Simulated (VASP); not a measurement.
# MoRu2 (P-62m) in VASP: relaxation of shape and atoms at fixed volume with PBE

Aim: the relaxation of shape and atoms at fixed volume of MoRu2 with PBE.

Program: VASP 6.6.1. These are calculated values, not measurements. Logs are shortened: lines on timing, memory, paths and dates and some standing lists are left out, and cuts for length are marked.

### 1 The cell of the first run

Symmetry: P-62m, No. 189, hexagonal system. Conventional cell: a = 4.629 Å, b = 4.629 Å, c = 4.245 Å, α = 90.00°, β = 90.00°, γ = 120.00°. Within 3.5 Å of Mo (site symmetry -6) lie 9 Ru at 2.63 to 2.67 Å and 3 Mo at 2.67 Å. Ru (site symmetry -62m) has 6 Ru at 2.62 Å and 6 Mo at 2.67 Å within 3.5 Å. Within 3.5 Å of Ru (site symmetry m2m) lie 8 Ru at 2.62 to 2.68 Å and 4 Mo at 2.63 Å.

### 2 Relaxation of shape and atoms at fixed volume, PBE (13.13 Å³/atom)

The input, INCAR:

```
  PREC = Accurate
  ENCUT = 500
  EDIFF = 1E-7
  ISMEAR = 0
  SIGMA = 0.1
  LREAL = False
  LASPH = True
  NELM = 120
  ALGO = Normal
  ISIF = 4
  LWAVE = False
  LCHARG = False
  GGA = PE
  IBRION = 2
  NSW = 50
  EDIFFG = -0.01
  GGA_COMPAT = False
  NELMIN = 4
```

The input, KPOINTS:

```
Automatic mesh
0
Gamma
  12 12 8
```

The input, POSCAR:

```
MoRu2
1.0
    4.6293007567      0.0000000000      0.0000000000
   -2.3146503783      4.0090920571      0.0000000000
    0.0000000000      0.0000000000      4.2453188743
Mo Ru
2 4
Direct
    0.6666666667      0.3333333333      0.0000000000
    0.3333333333      0.6666666667      0.0000000000
    0.0000000000      0.0000000000      0.0000000000
    0.0000000000      0.3310260722      0.5000000000
    0.6689739278      0.6689739278      0.5000000000
    0.3310260722      0.0000000000      0.5000000000
```

Potentials or basis: VASP PAW PBE potentials, release 64 (Mo_sv, Ru_pv).

On the command line:

```console
$ cat potpaw_PBE.64/Mo_sv/POTCAR potpaw_PBE.64/Ru_pv/POTCAR > POTCAR
$ mpirun -np 1 vasp_std > vasp.out
```

OUTCAR:

```text
PREC = Accurate
   ENCUT = 500
   EDIFF = 1E-7
   ISMEAR = 0
   LREAL = False
   LASPH = True
   NELM = 120
   ISIF = 4
   GGA = PE
   IBRION = 2
   NSW = 50
   EDIFFG = -0.01
   NELMIN = 4

 ion  position               nearest neighbor table
   1  0.667  0.333  0.000-   4 2.63   4 2.63   6 2.63   6 2.63   5 2.63   5 2.63   3 2.67   2 2.67
                             2 2.67   3 2.67   3 2.67   2 2.67
   2  0.333  0.667  0.000-   6 2.63   6 2.63   4 2.63   4 2.63   5 2.63   5 2.63   3 2.67   1 2.67
                             1 2.67   3 2.67   3 2.67   1 2.67
   3  0.000  0.000  0.000-   6 2.62   6 2.62   4 2.62   4 2.62   5 2.62   5 2.62   1 2.67   2 2.67
                             1 2.67   2 2.67   1 2.67   2 2.67
   4  0.000  0.331  0.500-   3 2.62   3 2.62   1 2.63   1 2.63   2 2.63   2 2.63   6 2.65   5 2.65
                             5 2.68   6 2.68   5 2.68   6 2.68
   5  0.669  0.669  0.500-   3 2.62   3 2.62   2 2.63   2 2.63   1 2.63   1 2.63   6 2.65   4 2.65
                             6 2.68   4 2.68   4 2.68   6 2.68
   6  0.331  0.000  0.500-   3 2.62   3 2.62   2 2.63   2 2.63   1 2.63   1 2.63   4 2.65   5 2.65
                             5 2.68   4 2.68   4 2.68   5 2.68

  LATTYP: Found a hexagonal cell.
 ALAT       =     4.6293007567
 C/A-ratio  =     0.9170540212

  Lattice vectors:

 A1 = (   4.6293007567,   0.0000000000,   0.0000000000)
 A2 = (  -2.3146503783,   4.0090920571,   0.0000000000)
 A3 = (   0.0000000000,   0.0000000000,   4.2453188743)

Analysis of symmetry for initial positions (statically):
=====================================================================
 Subroutine PRICEL returns:
 Original cell was already a primitive cell.

 Routine SETGRP: Setting up the symmetry group for a
 hexagonal supercell.

 Subroutine GETGRP returns: Found 12 space group operations
 (whereof 12 operations were pure point group operations)
 out of a pool of 24 trial point group operations.

The static configuration has the point symmetry D_3h.

Analysis of symmetry for dynamics (positions and initial velocities):
=====================================================================
 Subroutine PRICEL returns:
 Original cell was already a primitive cell.

 Routine SETGRP: Setting up the symmetry group for a
 hexagonal supercell.

 Subroutine GETGRP returns: Found 12 space group operations
 (whereof 12 operations were pure point group operations)
 out of a pool of 24 trial point group operations.

The dynamic configuration has the point symmetry D_3h.

 Subroutine INISYM returns: Found 12 space group operations
 (whereof 12 operations are pure point group operations),
 and found     1 'primitive' translations

----------------------------------------------------------------------------------------

                                     Primitive cell

  volume of cell :      78.7901

  direct lattice vectors                    reciprocal lattice vectors
     4.629300757  0.000000000  0.000000000     0.216015345  0.124716518  0.000000000
    -2.314650378  4.009092057  0.000000000     0.000000000  0.249433035  0.000000000
     0.000000000  0.000000000  4.245318874     0.000000000  0.000000000  0.235553566

  length of vectors
     4.629300757  4.629300757  4.245318874     0.249433035  0.249433035  0.235553566

  position of ions in fractional coordinates (direct lattice)
     0.666666667  0.333333333  0.000000000
     0.333333333  0.666666667  0.000000000
     0.000000000  0.000000000  0.000000000
     0.000000000  0.331026072  0.500000000
     0.668973928  0.668973928  0.500000000
     0.331026072  0.000000000  0.500000000

  ion indices of the primitive-cell ions
   primitive index   ion index
                 1           1
                 2           2
                 3           3
                 4           4
                 5           5
                 6           6

----------------------------------------------------------------------------------------

 KPOINTS: Automatic mesh

Automatic generation of k-mesh.
 Grid dimensions read from file:
 generate k-points for:   12   12    8

 Generating k-lattice:

  Cartesian coordinates                     Fractional coordinates (reciprocal lattice)
     0.018001279  0.010393043  0.000000000     0.083333333  0.000000000  0.000000000
     0.000000000  0.020786086  0.000000000     0.000000000  0.083333333  0.000000000
     0.000000000  0.000000000  0.029444196     0.000000000  0.000000000  0.125000000

  Length of vectors
     0.020786086  0.020786086  0.029444196

  Shift w.r.t. Gamma in fractional coordinates (k-lattice)
     0.000000000  0.000000000  0.000000000

 Subroutine IBZKPT returns following result:
 ===========================================

 Found     95 irreducible k-points:

 Following reciprocal coordinates:
            Coordinates               Weight
  0.000000  0.000000  0.000000      1.000000
  0.083333  0.000000  0.000000      6.000000
  0.166667  0.000000  0.000000      6.000000
  0.250000  0.000000  0.000000      6.000000
  0.333333  0.000000  0.000000      6.000000
  0.416667  0.000000  0.000000      6.000000
[... 16 lines left out ...]
  0.250000  0.000000  0.125000     12.000000
  0.333333  0.000000  0.125000     12.000000
 [... further k-points ...]
   k-points           NKPTS =     95   k-points in BZ     NKDIM =     95   number of bands    NBANDS=     50
   number of dos      NEDOS =    301   number of ions     NIONS =      6
   total plane-waves  NPLWV =  41472
   dimension x,y,z NGX =    36 NGY =   36 NGZ =   32
   dimension x,y,z NGXF=    72 NGYF=   72 NGZF=   64
   ions per type =               2   4
   NGX,Y,Z   is equivalent  to a cutoff of  12.93, 12.93, 12.53 a.u.
   NGXF,Y,Z  is equivalent  to a cutoff of  25.86, 25.86, 25.06 a.u.
 SYSTEM =  unknown system
   PREC   = accura    normal or accurate (medium, high low for compatibility)
   ISTART =      0    job   : 0-new  1-cont  2-samecut
   ICHARG =      2    charge: 1-file 2-atom 10-const
   ISPIN  =      1    spin polarized calculation?
   LNONCOLLINEAR =      F non collinear calculations
   LSORBIT =      F    spin-orbit coupling
   LASPH  =      T    aspherical Exc in radial PAW
   ENCUT  =  500.0 eV  36.75 Ry    6.06 a.u.   8.44  8.44  7.74*2*pi/ulx,y,z
   NELM   =    120;   NELMIN=  4; NELMDL= -5     # of ELM steps
   EDIFF  = 0.1E-06   stopping-criterion for ELM
   LREAL  =      F    real-space projection
   EDIFFG = -.1E-01   stopping-criterion for IOM
   NSW    =     50    number of steps for IOM
   IBRION =      2    ionic relax: 0-MD 1-quasi-New 2-CG
   NFREE  =      1    steps in history (QN), initial steepest desc. (CG)
   ISIF   =      4    stress and relaxation
   ISYM   =      2    0-nonsym 1-usesym 2-fastsym
   POTIM  = 0.5000    time-step for ionic-motion
   TEBEG  =    0.0;   TEEND  =   0.0 temperature during run
   PSTRESS=    0.0 pullay stress
   NELECT =      84.0000    total number of electrons
   NUPDOWN=      -1.0000    fix difference up-down
   EMIN   =  10.00;   EMAX   =-10.00  energy-range for DOS
   EFERMI =   0.00;   METHOD = LEGACY
   ISMEAR =     0;   SIGMA  =   0.10  broadening in eV -4-tet -1-fermi 0-gaus
   EFERMI_NEDOS =   21; number of points for ismear=-14 and -15
   IALGO  =     38    algorithm
   IMIX   =      4    mixing-type and parameters
     AMIX     =   0.40;   BMIX     =  1.00
     AMIX_MAG =   1.60;   BMIX_MAG =  1.00
  volume/ion in A,a.u.               =      13.13        88.62
  Fermi-wavevector in a.u.,A,eV,Ry     =   1.672415  3.160406 38.055106  2.796971
  Thomas-Fermi vector in A             =   2.757566
   LORBIT       =      0    0 simple, 1 ext, 2 COOP (PROOUT), +10 PAW based schemes
   GGA     = PE    functional components
   LHFCALC =     F    Hartree Fock is set to
   AEXX    =    0.0000 exact exchange contribution
   IVDW    =     0    specifies the selected vdW correction
   LEPSILON=     F    determine dielectric tensor
   LRPA    =     F    only Hartree local field effects (RPA)
 conjugate gradient relaxation of ions
 non-spin polarized calculation
 Gauss-broadening in eV      SIGMA  =   0.10
  energy-cutoff  :      500.00
  volume of cell :       78.79
 maximum number of plane-waves:      2085
 NGX is ok and might be reduce to    36
   NGX = 17   NGY = 17   NGZ = 15

--------------------------------------- Ionic step        1  -------------------------------------------

 number of electron      83.9999983 magnetization

 Free energy of the ion-electron system (eV)
  ---------------------------------------------------
  ext. energy  EPLUGINS =         0.00000000
  ---------------------------------------------------
  free energy    TOTEN  =       -58.00351488 eV

  energy without entropy =      -57.97131863  energy(sigma->0) =      -57.98741676

------------------------ aborting loop because EDIFF is reached ----------------------------------------

  FORCE on cell =-STRESS in cart. coord.  units (eV):
  Direction    XX          YY          ZZ          XY          YZ          ZX
  --------------------------------------------------------------------------------------
  -------------------------------------------------------------------------------------
  Total       16.6835006     16.6835006     16.9724288      0.0000000     -0.0000000      0.0000000
  in kB      339.2548164    339.2548164    345.1300991      0.0000000     -0.0000000      0.0000000
  external PRESSURE =     341.2132439 kB  Pullay stress =       0.0000000 kB
[... 105 lines left out ...]
  energy  without entropy=      -57.9718772727  energy(sigma->0) =      -57.98782635

--------------------------------------- Ionic step        4  -------------------------------------------

 number of electron      83.9999983 magnetization

 Free energy of the ion-electron system (eV)
  ---------------------------------------------------
  ext. energy  EPLUGINS =         0.00000000
  ---------------------------------------------------
  free energy    TOTEN  =       -58.00379613 eV

  energy without entropy =      -57.97180640  energy(sigma->0) =      -57.98780126

 E-fermi :  13.9383     XC(G=0): -14.3474

 val. band max:       13.9380344233   @ k =   0.4167   0.0833   0.3750
 cond. band min:      13.9387325870   @ k =   0.2500   0.1667   0.5000
 fundamental gap:      0.0006981638
 Fermi energy:        13.9383491803

 k-point     1 :       0.0000    0.0000    0.0000
  band No.  band energies     occupation
      1     -46.7999      2.00000
      2     -46.5809      2.00000
      3     -29.3053      2.00000
      4     -29.0937      2.00000
      5     -29.0937      2.00000
      6     -29.0319      2.00000
[... 1261 lines left out ...]
     49      16.6566      0.00000
     50      17.2131      0.00000

 [... further k-points ...]

------------------------ aborting loop because EDIFF is reached ----------------------------------------

  FORCE on cell =-STRESS in cart. coord.  units (eV):
  Direction    XX          YY          ZZ          XY          YZ          ZX
  --------------------------------------------------------------------------------------
  -------------------------------------------------------------------------------------
  Total       16.7745459     16.7745459     16.7723143      0.0000000      0.0000000      0.0000000
  in kB      341.1061985    341.1061985    341.0608212      0.0000000      0.0000000      0.0000000
  external PRESSURE =     341.0910728 kB  Pullay stress =       0.0000000 kB
[... 21 lines left out ...]
  FREE ENERGIE OF THE ION-ELECTRON SYSTEM (eV)
  ---------------------------------------------------
  free  energy   TOTEN  =       -58.0037961319 eV

  energy  without entropy=      -57.9718063972  energy(sigma->0) =      -57.98780126

 reached required accuracy - stopping structural energy minimisation
```

It took 20 min on 1 thread of Oxide Virtual Turin-like, shared host; peak memory 0.37 GiB.

Results:

```yaml
Free_energy: -58.0038 eV
Energy_gained_by_relaxing: 0.0 meV/atom
Ionic_steps: 4
Pressure_after_relaxing: 34.1 GPa
Band_gap_on_the_k_mesh: zero (bands 42 and 43 overlap by 0.99 eV)
```

Step by step:
```tsv
step	energy change (eV)	largest force (eV/Å)	pressure (GPa)	volume (Å³)
1	0.0000	0.0103	34.12	78.79
2	-0.0002	0.0061	34.10	78.79
3	-0.0003	0.0018	34.10	78.79
4	-0.0003	0.0018	34.11	78.79
```

Final structure:
```yaml
crystal:
  lattice:
    - [4.62746, 0.00000, 0.00000]
    - [-2.31373, 4.00750, 0.00000]
    - [0.00000, 0.00000, 4.24869]
  atoms:
    - { symbol: Mo, position: [0.66667, 0.33333, 0.00000] }
    - { symbol: Mo, position: [0.33333, 0.66667, 0.00000] }
    - { symbol: Ru, position: [0.00000, 0.00000, 0.00000] }
    - { symbol: Ru, position: [0.00000, 0.33108, 0.50000] }
    - { symbol: Ru, position: [0.66892, 0.66892, 0.50000] }
    - { symbol: Ru, position: [0.33108, 0.00000, 0.50000] }
```

Levels at points of the mesh, in eV from the Fermi level:
```csv
k point,band 40,band 41,band 42,band 43,band 44,band 45
"(0.00, 0.00, 0.00)",-0.75,-0.75,-0.13,-0.13,1.80,1.86
"(0.50, 0.00, 0.00)",-0.82,-0.67,-0.30,0.13,0.39,0.53
"(0.00, 0.00, 0.50)",-1.55,-0.65,-0.65,-0.32,-0.32,1.24
"(0.50, 0.00, 0.50)",-0.86,-0.39,0.19,0.83,1.62,1.62
```
